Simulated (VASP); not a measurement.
# SiSn5 (P-3m1) in VASP: further runs

SiSn5 is run at these levels: PBE; tasks: single point, relaxation of cell and atoms.

Everything below comes from runs of VASP 6.6.1. Logs are shortened: lines on timing, memory, paths and dates and some standing lists are left out, and cuts for length are marked.

**1. The cell of the first run**

The structure is trigonal, space group P-3m1 (No. 164). Conventional cell: a = 4.594 Å, b = 4.594 Å, c = 22.404 Å, α = 90.00°, β = 90.00°, γ = 120.00°. Within 3.5 Å of Si (site symmetry 3m) lie 1 Sn at 2.64 Å and 3 Si at 2.71 Å. Sn (site symmetry 3m) has 1 Si at 2.64 Å and 3 Sn at 2.84 Å within 3.5 Å. Within 3.7 Å of Sn (site symmetry 3m) lie 4 Sn at 2.84 to 2.86 Å. Sn (site symmetry 3m) has 4 Sn at 2.85 to 2.86 Å within 3.7 Å. Sn (site symmetry 3m) has 4 Sn at 2.85 to 2.87 Å within 3.7 Å. Sn (site symmetry 3m) has 4 Sn at 2.84 to 2.87 Å within 3.7 Å.

**2. Single point, PBE**

Input file INCAR:

```
SYSTEM = SiSn5
PREC = Accurate ; ENCUT = 520
EDIFF = 1E-6 ; ISMEAR = 0
SIGMA = 0.2 ; LREAL = .False.
LASPH = .True. ; NELM = 80
ALGO = Fast ; ISIF = 2
LWAVE = .False. ; LCHARG = .False.
GGA = PE ; NBANDS = 86
```

Input file KPOINTS:

```
Automatic mesh
0
Gamma
  4 4 1
  0 0 0
```

Input file POSCAR:

```
SiSn5
1.0
    4.5941992294      0.0000000000      0.0000000000
   -2.2970996147      3.9786932427      0.0000000000
    0.0000000000      0.0000000000     22.4035218343
Si Sn
2 10
Direct
    0.3333333333      0.6666666667      0.0119361549
    0.6666666667      0.3333333333      0.9880638451
    0.3333333333      0.6666666667      0.1296344666
    0.6666666667      0.3333333333      0.8703655334
    0.0000000000      0.0000000000      0.8246188902
    0.0000000000      0.0000000000      0.6968746292
    0.0000000000      0.0000000000      0.1753811098
    0.0000000000      0.0000000000      0.3031253708
    0.6666666667      0.3333333333      0.3490847421
    0.6666666667      0.3333333333      0.4770596077
    0.3333333333      0.6666666667      0.6509152579
    0.3333333333      0.6666666667      0.5229403923
```

Potentials or basis: VASP PAW PBE potentials, release 64 (Si, Sn_d).

Launch:

```sh
$ cat potpaw_PBE.64/Si/POTCAR potpaw_PBE.64/Sn_d/POTCAR > POTCAR
$ mpirun -np 1 vasp_std > vasp.out
```

OUTCAR:

```text
SYSTEM = SiSn5
   PREC = Accurate
   ENCUT = 520
   EDIFF = 1E-6
   ISMEAR = 0
   LREAL = .False.
   LASPH = .True.
   NELM = 80
   ISIF = 2
   GGA = PE

 ion  position               nearest neighbor table
   1  0.333  0.667  0.012-   3 2.64   2 2.71   2 2.71   2 2.71
   2  0.667  0.333  0.988-   4 2.64   1 2.71   1 2.71   1 2.71
   3  0.333  0.667  0.130-   1 2.64   7 2.84   7 2.84   7 2.84
   4  0.667  0.333  0.870-   2 2.64   5 2.84   5 2.84   5 2.84
   5  0.000  0.000  0.825-   4 2.84   4 2.84   4 2.84   6 2.86
   6  0.000  0.000  0.697-  11 2.85  11 2.85  11 2.85   5 2.86
   7  0.000  0.000  0.175-   3 2.84   3 2.84   3 2.84   8 2.86
   8  0.000  0.000  0.303-   9 2.85   9 2.85   9 2.85   7 2.86
   9  0.667  0.333  0.349-   8 2.85   8 2.85   8 2.85  10 2.87
  10  0.667  0.333  0.477-  12 2.84  12 2.84  12 2.84   9 2.87
  11  0.333  0.667  0.651-   6 2.85   6 2.85   6 2.85  12 2.87
  12  0.333  0.667  0.523-  10 2.84  10 2.84  10 2.84  11 2.87

  LATTYP: Found a hexagonal cell.
 ALAT       =     4.5941992294
 C/A-ratio  =     4.8764802560

  Lattice vectors:

 A1 = (   4.5941992294,   0.0000000000,   0.0000000000)
 A2 = (  -2.2970996147,   3.9786932427,   0.0000000000)
 A3 = (   0.0000000000,   0.0000000000,  22.4035218343)

Analysis of symmetry for initial positions (statically):
=====================================================================
 Subroutine PRICEL returns:
 Original cell was already a primitive cell.

 Routine SETGRP: Setting up the symmetry group for a
 hexagonal supercell.

 Subroutine GETGRP returns: Found 12 space group operations
 (whereof 12 operations were pure point group operations)
 out of a pool of 24 trial point group operations.

The static configuration has the point symmetry D_3d.

Analysis of symmetry for dynamics (positions and initial velocities):
=====================================================================
 Subroutine PRICEL returns:
 Original cell was already a primitive cell.

 Routine SETGRP: Setting up the symmetry group for a
 hexagonal supercell.

 Subroutine GETGRP returns: Found 12 space group operations
 (whereof 12 operations were pure point group operations)
 out of a pool of 24 trial point group operations.

The dynamic configuration has the point symmetry D_3d.

 Subroutine INISYM returns: Found 12 space group operations
 (whereof 12 operations are pure point group operations),
 and found     1 'primitive' translations

----------------------------------------------------------------------------------------

                                     Primitive cell

  volume of cell :     409.5119

  direct lattice vectors                    reciprocal lattice vectors
     4.594199229  0.000000000  0.000000000     0.217665789  0.125669402  0.000000000
    -2.297099615  3.978693243  0.000000000     0.000000000  0.251338804  0.000000000
     0.000000000  0.000000000 22.403521834     0.000000000  0.000000000  0.044635839

  length of vectors
     4.594199229  4.594199229 22.403521834     0.251338804  0.251338804  0.044635839

  position of ions in fractional coordinates (direct lattice)
     0.333333333  0.666666667  0.011936155
     0.666666667  0.333333333  0.988063845
     0.333333333  0.666666667  0.129634467
     0.666666667  0.333333333  0.870365533
     0.000000000  0.000000000  0.824618890
     0.000000000  0.000000000  0.696874629
     0.000000000  0.000000000  0.175381110
     0.000000000  0.000000000  0.303125371
     0.666666667  0.333333333  0.349084742
     0.666666667  0.333333333  0.477059608
     0.333333333  0.666666667  0.650915258
     0.333333333  0.666666667  0.522940392

  ion indices of the primitive-cell ions
   primitive index   ion index
                 1           1
                 2           2
                 3           3
                 4           4
                 5           5
                 6           6
                 7           7
                 8           8
                 9           9
                10          10
                11          11
                12          12

----------------------------------------------------------------------------------------

 KPOINTS: Automatic mesh

Automatic generation of k-mesh.
 Grid dimensions read from file:
 generate k-points for:    4    4    1

 Generating k-lattice:

  Cartesian coordinates                     Fractional coordinates (reciprocal lattice)
     0.054416447  0.031417350  0.000000000     0.250000000  0.000000000  0.000000000
     0.000000000  0.062834701  0.000000000     0.000000000  0.250000000  0.000000000
     0.000000000  0.000000000  0.044635839     0.000000000  0.000000000  1.000000000

  Length of vectors
     0.062834701  0.062834701  0.044635839

  Shift w.r.t. Gamma in fractional coordinates (k-lattice)
     0.000000000  0.000000000  0.000000000

 Subroutine IBZKPT returns following result:
 ===========================================

 Found      4 irreducible k-points:

 Following reciprocal coordinates:
            Coordinates               Weight
  0.000000  0.000000  0.000000      1.000000
  0.250000  0.000000  0.000000      6.000000
  0.500000  0.000000  0.000000      3.000000
  0.250000  0.250000  0.000000      6.000000
   k-points           NKPTS =      4   k-points in BZ     NKDIM =      4   number of bands    NBANDS=     86
   number of dos      NEDOS =    301   number of ions     NIONS =     12
   total plane-waves  NPLWV = 217728
   dimension x,y,z NGX =    36 NGY =   36 NGZ =  168
   dimension x,y,z NGXF=    72 NGYF=   72 NGZF=  336
   ions per type =               2  10
   NGX,Y,Z   is equivalent  to a cutoff of  13.03, 13.03, 12.47 a.u.
   NGXF,Y,Z  is equivalent  to a cutoff of  26.05, 26.05, 24.93 a.u.
 SYSTEM =  SiSn5
   PREC   = accura    normal or accurate (medium, high low for compatibility)
   ISTART =      0    job   : 0-new  1-cont  2-samecut
   ICHARG =      2    charge: 1-file 2-atom 10-const
   ISPIN  =      1    spin polarized calculation?
   LNONCOLLINEAR =      F non collinear calculations
   LSORBIT =      F    spin-orbit coupling
   LASPH  =      T    aspherical Exc in radial PAW
   ENCUT  =  520.0 eV  38.22 Ry    6.18 a.u.   8.54  8.54 41.66*2*pi/ulx,y,z
   NELM   =     80;   NELMIN=  2; NELMDL= -5     # of ELM steps
   EDIFF  = 0.1E-05   stopping-criterion for ELM
   LREAL  =      F    real-space projection
   EDIFFG = 0.1E-04   stopping-criterion for IOM
   NSW    =      0    number of steps for IOM
   IBRION =     -1    ionic relax: 0-MD 1-quasi-New 2-CG
   NFREE  =      0    steps in history (QN), initial steepest desc. (CG)
   ISIF   =      2    stress and relaxation
   ISYM   =      2    0-nonsym 1-usesym 2-fastsym
   POTIM  = 0.5000    time-step for ionic-motion
   TEBEG  =    0.0;   TEEND  =   0.0 temperature during run
   PSTRESS=    0.0 pullay stress
   NELECT =     148.0000    total number of electrons
   NUPDOWN=      -1.0000    fix difference up-down
   EMIN   =  10.00;   EMAX   =-10.00  energy-range for DOS
   EFERMI =   0.00;   METHOD = LEGACY
   ISMEAR =     0;   SIGMA  =   0.20  broadening in eV -4-tet -1-fermi 0-gaus
   EFERMI_NEDOS =   21; number of points for ismear=-14 and -15
   IALGO  =     68    algorithm
   IMIX   =      4    mixing-type and parameters
     AMIX     =   0.40;   BMIX     =  1.00
     AMIX_MAG =   1.60;   BMIX_MAG =  1.00
  volume/ion in A,a.u.               =      34.13       230.29
  Fermi-wavevector in a.u.,A,eV,Ry     =   1.166111  2.203630 18.501403  1.359815
  Thomas-Fermi vector in A             =   2.302628
   LORBIT       =      0    0 simple, 1 ext, 2 COOP (PROOUT), +10 PAW based schemes
   GGA     = PE    functional components
   LHFCALC =     F    Hartree Fock is set to
   AEXX    =    0.0000 exact exchange contribution
   IVDW    =     0    specifies the selected vdW correction
   LEPSILON=     F    determine dielectric tensor
   LRPA    =     F    only Hartree local field effects (RPA)
 non-spin polarized calculation
 RMM-DIIS sequential band-by-band and
 Gauss-broadening in eV      SIGMA  =   0.20
  energy-cutoff  :      520.00
  volume of cell :      409.51
 maximum number of plane-waves:     11105
 NGX is ok and might be reduce to    36
   NGX = 17   NGY = 17   NGZ = 83

 number of electron     147.9999952 magnetization

 Free energy of the ion-electron system (eV)
  ---------------------------------------------------
  ext. energy  EPLUGINS =         0.00000000
  ---------------------------------------------------
  free energy    TOTEN  =       -47.44569714 eV

  energy without entropy =      -47.39403425  energy(sigma->0) =      -47.41986570

 E-fermi :   4.8855     XC(G=0):  -8.6464

 val. band max:        4.8829939232   @ k =   0.5000   0.0000   0.0000
 cond. band min:       4.9430152459   @ k =   0.0000   0.0000   0.0000
 fundamental gap:      0.0600213227
 Fermi energy:         4.8854907240

 k-point     1 :       0.0000    0.0000    0.0000
  band No.  band energies     occupation
      1     -16.6474      2.00000
      2     -16.6474      2.00000
      3     -16.6275      2.00000
      4     -16.6275      2.00000
      5     -16.6165      2.00000
      6     -16.6165      2.00000
[... 78 lines left out ...]
     85       7.5190      0.00000
     86       7.9412      0.00000

 k-point     2 :       0.2500    0.0000    0.0000
  band No.  band energies     occupation
      1     -16.6657      2.00000
      2     -16.6533      2.00000
      3     -16.6363      2.00000
      4     -16.6341      2.00000
      5     -16.6268      2.00000
      6     -16.6106      2.00000
[... 78 lines left out ...]
     85       8.0162      0.00000
     86       8.3579      0.00000

 k-point     3 :       0.5000    0.0000    0.0000
  band No.  band energies     occupation
      1     -16.6562      2.00000
      2     -16.6543      2.00000
      3     -16.6505      2.00000
      4     -16.6370      2.00000
      5     -16.6330      2.00000
      6     -16.6100      2.00000
[... 78 lines left out ...]
     85       8.1348      0.00000
     86       8.1386      0.00000

 k-point     4 :       0.2500    0.2500    0.0000
  band No.  band energies     occupation
      1     -16.6667      2.00000
      2     -16.6625      2.00000
      3     -16.6476      2.00000
      4     -16.6473      2.00000
      5     -16.6446      2.00000
      6     -16.6078      2.00000
[... 78 lines left out ...]
     85       8.5463      0.00000
     86       8.8608      0.00000

------------------------ aborting loop because EDIFF is reached ----------------------------------------

  FORCE on cell =-STRESS in cart. coord.  units (eV):
  Direction    XX          YY          ZZ          XY          YZ          ZX
  --------------------------------------------------------------------------------------
  -------------------------------------------------------------------------------------
  Total       -0.1313038     -0.1313038      0.1015152      0.0000000      0.0000000     -0.0000000
  in kB       -0.5137139     -0.5137139      0.3971687      0.0000000      0.0000000     -0.0000000
  external PRESSURE =      -0.2100864 kB  Pullay stress =       0.0000000 kB

 VOLUME and BASIS-vectors are now :
 -----------------------------------------------------------------------------
  energy-cutoff  :      520.00
  volume of cell :      409.51
      direct lattice vectors                 reciprocal lattice vectors
     4.594199229  0.000000000  0.000000000     0.217665789  0.125669402  0.000000000
    -2.297099615  3.978693243  0.000000000     0.000000000  0.251338804  0.000000000
     0.000000000  0.000000000 22.403521834     0.000000000  0.000000000  0.044635839

 POSITION                                       TOTAL-FORCE (eV/Angst)
 -----------------------------------------------------------------------------------
     -0.00000      2.65246      0.26741         0.000000     -0.000000     -0.008982
      2.29710      1.32623     22.13611        -0.000000      0.000000      0.008982
     -0.00000      2.65246      2.90427        -0.000000      0.000000     -0.003671
      2.29710      1.32623     19.49925        -0.000000      0.000000      0.003671
      0.00000      0.00000     18.47437        -0.000000      0.000000      0.014559
      0.00000      0.00000     15.61245         0.000000      0.000000     -0.010958
      0.00000      0.00000      3.92915         0.000000     -0.000000     -0.014559
      0.00000      0.00000      6.79108         0.000000     -0.000000      0.010958
      2.29710      1.32623      7.82073        -0.000000      0.000000     -0.015852
      2.29710      1.32623     10.68782         0.000000      0.000000      0.026944
     -0.00000      2.65246     14.58279        -0.000000      0.000000      0.015852
     -0.00000      2.65246     11.71571         0.000000     -0.000000     -0.026944
 -----------------------------------------------------------------------------------
    total drift:                                0.000000     -0.000000      0.000000

  FREE ENERGIE OF THE ION-ELECTRON SYSTEM (eV)
  ---------------------------------------------------
  free  energy   TOTEN  =       -47.4456971429 eV

  energy  without entropy=      -47.3940342510  energy(sigma->0) =      -47.41986570
```

Wall time 3 min (1 thread of Intel Xeon Platinum 8488C (Sapphire Rapids), shared host); peak memory 0.51 GiB.

Results:

| Item | Value |
| --- | --- |
| Free energy | -47.4457 eV |
| Pressure | 0.0 GPa |
| Largest force | 0.027 eV/Å |
| Band gap on the k mesh | zero (band 74 reaches 4.94 eV, above the bottom of band 75 at 4.88 eV) |

Forces in eV/Å, atoms in the order of the input:
```
Si   0.000  0.000 -0.009
Si   0.000  0.000  0.009
Sn   0.000  0.000 -0.004
Sn   0.000  0.000  0.004
Sn   0.000  0.000  0.015
Sn   0.000  0.000 -0.011
Sn   0.000  0.000 -0.015
Sn   0.000  0.000  0.011
Sn   0.000  0.000 -0.016
Sn   0.000  0.000  0.027
Sn   0.000  0.000  0.016
Sn   0.000  0.000 -0.027
```

Caveat: the k points lie up to 0.39 Å⁻¹ apart; spin-orbit coupling is left out, which moves the levels of the heavy elements.

(Continued in part 2 of 2.)
